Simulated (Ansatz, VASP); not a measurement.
## One calculation of ZnSe, two programs

INCAR

```
SYSTEM = ZnSe
ALGO = Normal
EDIFF = 1E-6
ENCUT = 520
ISIF = 2
ISMEAR = 0
LASPH = .TRUE.
LCHARG = .TRUE.
LELF = .TRUE.
LREAL = .FALSE.
LVHAR = .TRUE.
LWAVE = .FALSE.
NBANDS = 16
NELM = 80
PREC = Accurate
SIGMA = 0.05
```

The input KPOINTS:

```
k-points
0
G
  10 10 10
  0 0 0
```

The input POSCAR:

```
ZnSe
1.0
    0.0000000000      2.5604686950      3.0715795286
    3.0715795286      0.0000000000      3.0715795286
    3.0715795286      2.5604686950      0.0000000000
Zn Se
1 1
Direct
    0.0000000000      0.0000000000      0.0000000000
    0.7500000000      0.7500000000      0.7500000000
```

Input for Ansatz:

```yaml
crystal:
  lattice:
    - [0.0, 2.560468695, 3.0715795286]
    - [3.0715795286, 0.0, 3.0715795286]
    - [3.0715795286, 2.560468695, 0.0]
  atoms:
    - { symbol: Zn, position: [0.0, 0.0, 0.0] }
    - { symbol: Se, position: [0.75, 0.75, 0.75] }
basis:
  ecutwfc: 520.0
kpoints:
  mp_grid: { grid: [10, 10, 10] }
hamiltonian:
  xc: lda
  pseudopotentials: { kind: paw, azcp: { folder: soft_1 } }
scf:
  occupations: { method: gaussian, width: 0.05 }
output:
  forces: true
  stress: true
  eigenvalues: true
```

Alike in both runs: task single point; functional LDA; k mesh 10 × 10 × 10; occupations gaussian, width 0.05 eV; no spin polarisation.

|  | VASP | Ansatz |
| --- | --- | --- |
| version | VASP 6.6.1 | Ansatz 0.2.0 |
| potentials or method | VASP PAW LDA potentials, release 64 (Zn, Se), cutoff 520 eV | scalar-relativistic, plane waves, PAW |
| valence electrons in the cell | 18 | 28 |

VASP gave:

```
gap on the k mesh at the Fermi level (eV)                     : 0.43
least direct gap on the mesh (eV)                             : 0.43
pressure (GPa)                                                : -6.6
traceless stress, the component that is largest in VASP (GPa) : 3.67
```

Estimate Ansatz's values.

gap on the k mesh at the Fermi level (eV): 0.40; least direct gap on the mesh (eV): 0.40; pressure (GPa): -6.8; traceless stress, the component that is largest in VASP (GPa): 3.71.

Ansatz warns that its potentials were made for another functional, while VASP's fit it. LDA's correlation is that of Perdew and Zunger in VASP and of Perdew and Wang (1992) in Ansatz. VASP's potentials hold 18 valence electrons a cell and Ansatz's 28, so a difference there can come from the potentials and not from the codes.
